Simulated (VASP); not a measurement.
# Cr (Fd-3m) in VASP: a series of runs

Cr is run at these levels: LDA; tasks: relaxation of cell and atoms, single point.

Program: VASP 6.6.1. These are calculated values, not measurements. Logs are shortened: lines on timing, memory, paths and dates and some standing lists are left out, and cuts for length are marked.

## (1) The cell of the first run

Symmetry: Fd-3m, No. 227, cubic system. The conventional cell has a = 4.121 Å, b = 4.121 Å, c = 4.121 Å, α = 90.00°, β = 90.00°, γ = 90.00°. Within 2.4 Å of Cr (site symmetry -43m) lie 4 Cr at 1.78 Å.

## (2) Relaxation of cell and atoms, LDA, collinear spin, ferromagnetic start, target pressure 190 GPa, at which the enthalpy is minimised

Input file INCAR:

```
SYSTEM = Cr
PREC = Accurate ; ENCUT = 600
EDIFF = 1E-6 ; ISMEAR = -1
SIGMA = 0.1 ; LREAL = .False.
LASPH = .True. ; NELM = 150
ALGO = Normal ; ISIF = 3
LWAVE = .False. ; LCHARG = .False.
ISPIN = 2 ; MAGMOM = 2 2
LORBIT = 11 ; LMAXMIX = 4
IBRION = 2 ; NSW = 60
EDIFFG = -0.005 ; PSTRESS = 1900.0
```

Input file KPOINTS:

```
regular mesh
0
Gamma
  15 15 15
  0 0 0
```

Input file POSCAR:

```
Cr
1.0
    0.0000000000      2.0606580436      2.0606580436
    2.0606580436      0.0000000000      2.0606580436
    2.0606580436      2.0606580436      0.0000000000
Cr
2
Direct
   -0.1250000000     -0.1250000000     -0.1250000000
    0.1250000000      0.1250000000      0.1250000000
```

Potentials or basis: VASP PAW LDA potentials, release 64 (Cr_pv).

On the command line:

```console
$ cat potpaw_LDA.64/Cr_pv/POTCAR > POTCAR
$ mpirun -np 1 vasp_std > vasp.out
```

OUTCAR:

```text
SYSTEM = Cr
   PREC = Accurate
   ENCUT = 600
   EDIFF = 1E-6
   ISMEAR = -1
   LREAL = .False.
   LASPH = .True.
   NELM = 150
   ISIF = 3
   ISPIN = 2
   LORBIT = 11
   IBRION = 2
   NSW = 60
   EDIFFG = -0.005
   PSTRESS = 1900.0

 ion  position               nearest neighbor table
   1  0.875  0.875  0.875-   2 1.78   2 1.78   2 1.78   2 1.78
   2  0.125  0.125  0.125-   1 1.78   1 1.78   1 1.78   1 1.78

  LATTYP: Found a face centered cubic cell.
 ALAT       =     4.1213160872

  Lattice vectors:

 A1 = (   0.0000000000,   2.0606580436,   2.0606580436)
 A2 = (   2.0606580436,   0.0000000000,   2.0606580436)
 A3 = (   2.0606580436,   2.0606580436,   0.0000000000)

Analysis of symmetry for initial positions (statically):
=====================================================================
 Subroutine PRICEL returns:
 Original cell was already a primitive cell.

 Routine SETGRP: Setting up the symmetry group for a
 face centered cubic supercell.

 Subroutine GETGRP returns: Found 48 space group operations
 (whereof 12 operations were pure point group operations)
 out of a pool of 48 trial point group operations.

The static configuration has the point symmetry D_3d.
 The point group associated with its full space group is O_h .

Analysis of symmetry for dynamics (positions and initial velocities):
=====================================================================
 Subroutine PRICEL returns:
 Original cell was already a primitive cell.

 Routine SETGRP: Setting up the symmetry group for a
 face centered cubic supercell.

 Subroutine GETGRP returns: Found 48 space group operations
 (whereof 12 operations were pure point group operations)
 out of a pool of 48 trial point group operations.

The dynamic configuration has the point symmetry D_3d.
 The point group associated with its full space group is O_h .

Analysis of structural, dynamic, and magnetic symmetry:
=====================================================================
 Subroutine PRICEL returns:
 Original cell was already a primitive cell.

 Routine SETGRP: Setting up the symmetry group for a
 face centered cubic supercell.

 Subroutine GETGRP returns: Found 48 space group operations
 (whereof 12 operations were pure point group operations)
 out of a pool of 48 trial point group operations.

The overall configuration has the point symmetry D_3d.
 The point group associated with its full space group is O_h .

 Subroutine INISYM returns: Found 48 space group operations
 (whereof 12 operations are pure point group operations),
 and found     1 'primitive' translations

----------------------------------------------------------------------------------------

                                     Primitive cell

  volume of cell :      17.5004

  direct lattice vectors                    reciprocal lattice vectors
     0.000000000  2.060658044  2.060658044    -0.242640938  0.242640938  0.242640938
     2.060658044  0.000000000  2.060658044     0.242640938 -0.242640938  0.242640938
     2.060658044  2.060658044  0.000000000     0.242640938  0.242640938 -0.242640938

  length of vectors
     2.914210553  2.914210553  2.914210553     0.420266432  0.420266432  0.420266432

  position of ions in fractional coordinates (direct lattice)
     0.875000000  0.875000000  0.875000000
     0.125000000  0.125000000  0.125000000

  ion indices of the primitive-cell ions
   primitive index   ion index
                 1           1
                 2           2

----------------------------------------------------------------------------------------

 KPOINTS: regular mesh

Automatic generation of k-mesh.
 Grid dimensions read from file:
 generate k-points for:   15   15   15

 Generating k-lattice:

  Cartesian coordinates                     Fractional coordinates (reciprocal lattice)
    -0.016176063  0.016176063  0.016176063     0.066666667  0.000000000  0.000000000
     0.016176063 -0.016176063  0.016176063     0.000000000  0.066666667  0.000000000
     0.016176063  0.016176063 -0.016176063     0.000000000  0.000000000  0.066666667

  Length of vectors
     0.028017762  0.028017762  0.028017762

  Shift w.r.t. Gamma in fractional coordinates (k-lattice)
     0.000000000  0.000000000  0.000000000

 Subroutine IBZKPT returns following result:
 ===========================================

 Found    120 irreducible k-points:

 Following reciprocal coordinates:
            Coordinates               Weight
  0.000000  0.000000  0.000000      1.000000
  0.066667  0.000000  0.000000      8.000000
  0.133333  0.000000  0.000000      8.000000
  0.200000  0.000000  0.000000      8.000000
  0.266667  0.000000  0.000000      8.000000
  0.333333  0.000000  0.000000      8.000000
[... 16 lines left out ...]
  0.133333  0.133333  0.000000      6.000000
  0.200000  0.133333  0.000000     24.000000
 [... further k-points ...]
[... 23 lines left out ...]
   NFREE  =      1    steps in history (QN), initial steepest desc. (CG)
   ISIF   =      3    stress and relaxation
   ISYM   =      2    0-nonsym 1-usesym 2-fastsym
   POTIM  = 0.5000    time-step for ionic-motion
   TEBEG  =    0.0;   TEEND  =   0.0 temperature during run
   PSTRESS= 1900.0 pullay stress
   NELECT =      24.0000    total number of electrons
   NUPDOWN=      -1.0000    fix difference up-down
   EMIN   =  10.00;   EMAX   =-10.00  energy-range for DOS
   EFERMI =   0.00;   METHOD = LEGACY
   ISMEAR =    -1;   SIGMA  =   0.10  broadening in eV -4-tet -1-fermi 0-gaus
   EFERMI_NEDOS =   21; number of points for ismear=-14 and -15
   IALGO  =     38    algorithm
   IMIX   =      4    mixing-type and parameters
     AMIX     =   0.40;   BMIX     =  1.00
     AMIX_MAG =   1.60;   BMIX_MAG =  1.00
  volume/ion in A,a.u.               =       8.75        59.05
  Fermi-wavevector in a.u.,A,eV,Ry     =   1.818846  3.437121 45.010815  3.308202
  Thomas-Fermi vector in A             =   2.875755
   LORBIT       =     11    0 simple, 1 ext, 2 COOP (PROOUT), +10 PAW based schemes
   GGA     = CA    functional components
   LHFCALC =     F    Hartree Fock is set to
   AEXX    =    0.0000 exact exchange contribution
   IVDW    =     0    specifies the selected vdW correction
   LEPSILON=     F    determine dielectric tensor
   LRPA    =     F    only Hartree local field effects (RPA)
 conjugate gradient relaxation of ions
 spin polarized calculation
  energy-cutoff  :      600.00
  volume of cell :       17.50
 maximum number of plane-waves:       596
   NGX = 11   NGY = 11   NGZ = 11

--------------------------------------- Ionic step        1  -------------------------------------------

 number of electron      24.0000015 magnetization      -0.0006532

 number of electron      24.0000015 magnetization       0.0002784

 Free energy of the ion-electron system (eV)
  ---------------------------------------------------
  ext. energy  EPLUGINS =         0.00000000
  ---------------------------------------------------
  free energy    TOTEN  =       -10.88315691 eV

  energy without entropy =      -10.82228328  energy(sigma->0) =      -10.85272009

------------------------ aborting loop because EDIFF is reached ----------------------------------------

  FORCE on cell =-STRESS in cart. coord.  units (eV):
  Direction    XX          YY          ZZ          XY          YZ          ZX
  --------------------------------------------------------------------------------------
  -------------------------------------------------------------------------------------
  Total       26.9885512     26.9885512     26.9885512      0.0000000      0.0000000      0.0000000
  in kB     2470.8271961   2470.8271961   2470.8271961      0.0000000      0.0000000      0.0000000
  external PRESSURE =     570.8271961 kB  Pullay stress =    1900.0000000 kB
[... 27 lines left out ...]
 number of electron      23.9999991 magnetization       0.0000568

 number of electron      23.9999991 magnetization      -0.0000244

 E-fermi :   8.6080     XC(G=0): -12.7627

 val. band max:        8.6076327394   @ k =   0.3333   0.2667   0.0667
 cond. band min:       8.6201474374   @ k =  -0.3333   0.4667   0.1333
 fundamental gap:      0.0125146980
 Fermi energy:         8.6079764570

 spin component 1

 k-point     1 :       0.0000    0.0000    0.0000
  band No.  band energies     occupation
      1     -34.0300      1.00000
      2     -34.0300      1.00000
      3     -34.0300      1.00000
      4     -32.6402      1.00000
      5     -32.6402      1.00000
      6     -32.6402      1.00000
[... 1076 lines left out ...]
  energy  without entropy=      -12.6487843580  energy(sigma->0) =      -12.68169874

  enthalpy is  TOTEN    =         9.6793571595 eV   P V=       22.3939702912

[... ionic steps 4 to 13 ...]

--------------------------------------- Ionic step       14  -------------------------------------------

 number of electron      23.9999984 magnetization      -0.0000000

 number of electron      23.9999984 magnetization       0.0000000
[... 73 lines left out ...]
--------------------------------------- Ionic step       16  -------------------------------------------

 number of electron      23.9999984 magnetization       0.0000000

 Free energy of the ion-electron system (eV)
  ---------------------------------------------------
  ext. energy  EPLUGINS =         0.00000000
  ---------------------------------------------------
  free energy    TOTEN  =       -12.45065536 eV

  energy without entropy =      -12.38576321  energy(sigma->0) =      -12.41820929

 E-fermi :  14.1897     XC(G=0): -14.8263

 val. band max:       14.1866164019   @ k =  -0.4000   0.4000   0.0000
 cond. band min:      14.1956075956   @ k =   0.3333   0.2000   0.0000
 fundamental gap:      0.0089911937
 Fermi energy:        14.1897166281

 spin component 1

 k-point     1 :       0.0000    0.0000    0.0000
  band No.  band energies     occupation
      1     -29.8934      1.00000
      2     -29.8934      1.00000
      3     -29.8934      1.00000
      4     -26.9067      1.00000
      5     -26.9067      1.00000
      6     -26.9067      1.00000
[... 1036 lines left out ...]
  energy  without entropy=      -12.3857632092  energy(sigma->0) =      -12.41820929

  enthalpy is  TOTEN    =         9.6724875177 eV   P V=       22.1231428796

 reached required accuracy - stopping structural energy minimisation

 total charge

# of ion       s       p       d       tot
------------------------------------------
    1        0.487   6.398   5.580  12.465
    2        0.487   6.398   5.580  12.465
--------------------------------------------------
tot          0.975  12.796  11.159  24.931

 magnetization (x)

# of ion       s       p       d       tot
------------------------------------------
    1        0.000   0.000  -0.000   0.000
    2        0.000   0.000  -0.000   0.000
--------------------------------------------------
tot          0.000   0.000  -0.000   0.000
```

It took 4.2 min on 1 thread of Intel Xeon Platinum 8488C (Sapphire Rapids), shared host; peak memory 0.19 GiB.

Results:

```yaml
Free_energy: -12.4507 eV
Relaxed_volume: 9.33 Å³/atom
Relaxed_cell: a = 2.977 Å, b = 2.977 Å, c = 2.977 Å, α = 60.00°, β = 60.00°, γ = 60.00°
Space_group_after_relaxing_to_0.05_Å: Fd-3m (No. 227)
Energy_change_on_relaxing_the_enthalpy_is_what_falls: -783.7 meV/atom
Ionic_steps: 16
Pressure_after_relaxing: 190.0 GPa
Band_gap_on_the_k_mesh: zero (filled and empty bands overlap)
Net_moment: 0.00 μB per cell
```

The path:
```
step  energy change (eV)  largest force (eV/Å)  pressure (GPa)  volume (Å³)
   1              0.0000                0.0000          247.08        17.50
   2             -5.7242                0.0000           21.54        26.64
   3             -1.8315                0.0000          180.44        18.88
   4             -1.5818                0.0000          189.57        18.67
   5             -1.5535                0.0000          190.57        18.64
   6             -1.5544                0.0000          190.55        18.64
   7             -1.5572                0.0000          190.41        18.65
   8             -1.5572                0.0000          190.46        18.65
   9             -1.5573                0.0000          190.46        18.65
  10             -1.5574                0.0000          190.45        18.65
  11             -1.5577                0.0000          190.44        18.65
  12             -1.5582                0.0000          190.42        18.65
  13             -1.5592                0.0000          190.37        18.65
  14             -1.5613                0.0000          190.27        18.65
  15             -1.5655                0.0000          190.09        18.65
  16             -1.5675                0.0000          190.05        18.66
```

Final structure:
```yaml
crystal:
  lattice:
    - [0.00000, 2.10503, 2.10503]
    - [2.10503, 0.00000, 2.10503]
    - [2.10503, 2.10503, 0.00000]
  atoms:
    - { symbol: Cr, position: [0.87500, 0.87500, 0.87500] }
    - { symbol: Cr, position: [0.12500, 0.12500, 0.12500] }
```

Caveat: the starting moments collapsed, and a magnetic state may lie lower; the cell is relaxed towards a set pressure, so the enthalpy falls and the energy may rise.

## (3) Single point, LDA, collinear spin, ferromagnetic start

This run uses another cell than the first one, of 8.91 Å³/atom, 1.019 times its volume.

Input file INCAR:

```
ALGO = Normal
EDIFF = 1E-6
ENCUT = 520
GGA = CA
ISIF = 2
ISMEAR = -1
ISPIN = 2
LASPH = T
LCHARG = F
LMAXMIX = 4
LORBIT = 11
LREAL = F
LWAVE = F
MAGMOM = 2 2
NBANDS = 23
NELM = 150
PREC = Accurate
SIGMA = 0.1
```

Input file KPOINTS:

```
k-points
0
Gamma
  15 15 15
```

Input file POSCAR:

```
Cr
1.0
    0.0000000000      2.0733681680      2.0733681680
    2.0733681680      0.0000000000      2.0733681680
    2.0733681680      2.0733681680      0.0000000000
Cr
2
Direct
   -0.1250000000     -0.1250000000     -0.1250000000
    0.1250000000      0.1250000000      0.1250000000
```

Potentials or basis: VASP PAW LDA potentials, release 64 (Cr_pv).

On the command line:

```console
$ cat potpaw_LDA.64/Cr_pv/POTCAR > POTCAR
$ mpirun -np 1 vasp_std > vasp.out
```

It took 47 s on 1 thread of Intel Xeon Platinum 8259CL at 2.50GHz (Skylake/Cascade Lake), shared host; peak memory 0.19 GiB.

The run converged. Its results:

- Free energy: -11.3665 eV
- Pressure: 229.6 GPa
- Band gap on the k mesh: zero (filled and empty bands overlap)
- Net moment: 0.00 μB per cell

Levels at points of the mesh, in eV from the Fermi level:
Spin up:
| k point | band 8 | band 9 | band 10 | band 11 | band 12 | band 13 | band 14 | band 15 | band 16 | band 17 |
| --- | --- | --- | --- | --- | --- | --- | --- | --- | --- | --- |
| (0.00, 0.00, 0.00) | -4.82 | -4.82 | -2.42 | -2.42 | -2.42 | 1.57 | 1.57 | 1.57 | 5.62 | 5.62 |
Spin down:
```tsv
k point	band 10	band 11	band 12	band 13	band 14	band 15
(0.00, 0.00, 0.00)	-2.42	-2.42	-2.42	1.57	1.57	1.57
```

Caveat: the starting moments collapsed, and a magnetic state may lie lower.

## (4) Single point, LDA, collinear spin, ferromagnetic start

This run uses another cell than the first one, of 8.95 Å³/atom, 1.023 times its volume.

Input file INCAR:

```
  ALGO = Normal
  EDIFF = 1E-7
  ENCUT = 520
  ISIF = 2
  ISMEAR = -1
  ISPIN = 2
  LASPH = T
  LCHARG = F
  LMAXMIX = 4
  LORBIT = 11
  LREAL = F
  LWAVE = F
  MAGMOM = 2 2
  NBANDS = 23
  NELM = 150
  PREC = Accurate
  SIGMA = 0.1
```

KPOINTS is that of step 3.

Input file POSCAR:

```
Cr
1.0
    0.0000000000      2.0765909101      2.0765909101
    2.0765909101      0.0000000000      2.0765909101
    2.0765909101      2.0765909101      0.0000000000
Cr
2
Direct
   -0.1250000000     -0.1250000000     -0.1250000000
    0.1250000000      0.1250000000      0.1250000000
```

On the command line:

```console
$ cat potpaw_LDA.64/Cr_pv/POTCAR > POTCAR
$ mpirun -np 1 vasp_std > vasp.out
```

Wall time 52 s (1 thread of Intel Xeon Platinum 8259CL at 2.50GHz (Skylake/Cascade Lake), shared host); peak memory 0.19 GiB.

Results (log left out):

```yaml
Free_energy: -11.4848 eV
Pressure: 225.4 GPa
Band_gap_on_the_k_mesh: zero (filled and empty bands overlap)
Net_moment: 0.00 μB per cell
```

Levels at points of the mesh, in eV from the Fermi level:
Spin up:
```
           k point  band 9  band 10  band 11  band 12  band 13  band 14  band 15  band 16
(0.00, 0.00, 0.00)   -4.78    -2.40    -2.40    -2.40     1.57     1.57     1.57     5.60
```
Spin down:
```
           k point  band 10  band 11  band 12  band 13  band 14  band 15
(0.00, 0.00, 0.00)    -2.40    -2.40    -2.40     1.57     1.57     1.57
```

Caveat: the starting moments collapsed, and a magnetic state may lie lower.

## (5) Relaxation of cell and atoms, LDA, collinear spin, ferromagnetic start, target pressure 190 GPa, at which the enthalpy is minimised

This run uses another cell than the first one, of 8.91 Å³/atom, 1.019 times its volume.

Input file INCAR:

```
SYSTEM = Cr
PREC = Accurate ; ENCUT = 600
EDIFF = 1E-7 ; ISMEAR = -1
SIGMA = 0.1 ; LREAL = .FALSE.
LASPH = .TRUE. ; NELM = 150
ALGO = Normal ; ISIF = 3
LWAVE = .FALSE. ; LCHARG = .FALSE.
ISPIN = 2 ; MAGMOM = 2 2
LORBIT = 11 ; LMAXMIX = 4
GGA = CA ; IBRION = 2
NSW = 32 ; EDIFFG = -0.005
PSTRESS = 1900.0
```

Input file KPOINTS:

```
regular mesh
0
G
  15 15 15
  0 0 0
```

Input file POSCAR:

```
Cr
1.0
    0.0000000000      2.0733681680      2.0733681680
    2.0733681680      0.0000000000      2.0733681680
    2.0733681680      2.0733681680      0.0000000000
Cr
2
Direct
   -0.1250000000     -0.1250000000     -0.1250000000
    0.1250000000      0.1250000000      0.1250000000
```

On the command line:

```console
$ cat potpaw_LDA.64/Cr_pv/POTCAR > POTCAR
$ mpirun -np 1 vasp_std > vasp.out
```

It took 9.6 min on 1 thread of Oxide Virtual Turin-like, shared host; peak memory 0.16 GiB.

The run converged. Its results:

```
Free energy                                            : -12.4529 eV
Relaxed volume                                         : 9.33 Å³/atom
Relaxed cell                                           : a = 2.977 Å, b = 2.977 Å, c = 2.977 Å, α = 60.00°, β = 60.00°, γ = 60.00°
Space group after relaxing (to 0.05 Å)                 : Fd-3m (No. 227)
Energy change on relaxing (the enthalpy is what falls) : -542.4 meV/atom
Ionic steps                                            : 16
Pressure after relaxing                                : 190.0 GPa
Band gap on the k mesh                                 : zero (filled and empty bands overlap)
Net moment                                             : 0.00 μB per cell
```

The path:
```csv
step,energy change (eV),largest force (eV/Å),pressure (GPa),volume (Å³)
1,0.0000,0.0000,229.61,17.83
2,-4.7096,0.0000,48.64,24.14
3,-1.2184,0.0000,185.09,18.77
4,-1.0888,0.0000,189.85,18.66
5,-1.0687,0.0000,190.57,18.64
6,-1.0700,0.0000,190.52,18.64
7,-1.0740,0.0000,190.42,18.65
8,-1.0740,0.0000,190.40,18.65
9,-1.0741,0.0000,190.39,18.65
10,-1.0744,0.0000,190.38,18.65
11,-1.0749,0.0000,190.35,18.65
12,-1.0759,0.0000,190.31,18.65
13,-1.0780,0.0000,190.22,18.65
14,-1.0821,0.0000,190.10,18.65
15,-1.0903,0.0000,189.80,18.66
16,-1.0848,0.0000,189.99,18.66
```

Final structure:
```
Cr
1.0
     0.00000    2.10509    2.10509
     2.10509    0.00000    2.10509
     2.10509    2.10509    0.00000
Cr
2
Direct
  0.87500 0.87500 0.87500
  0.12500 0.12500 0.12500
```

Levels at points of the mesh, in eV from the Fermi level:
Spin up:
| k point | band 10 | band 11 | band 12 | band 13 | band 14 | band 15 |
| --- | --- | --- | --- | --- | --- | --- |
| (0.00, 0.00, 0.00) | -2.29 | -2.29 | -2.29 | 1.52 | 1.52 | 1.52 |
Spin down:
```
           k point  band 8  band 9  band 10  band 11  band 12  band 13  band 14  band 15  band 16  band 17
(0.00, 0.00, 0.00)   -4.47   -4.47    -2.29    -2.29    -2.29     1.52     1.52     1.52     5.40     5.40
```

Caveat: the starting moments collapsed, and a magnetic state may lie lower; the cell is relaxed towards a set pressure, so the enthalpy falls and the energy may rise.
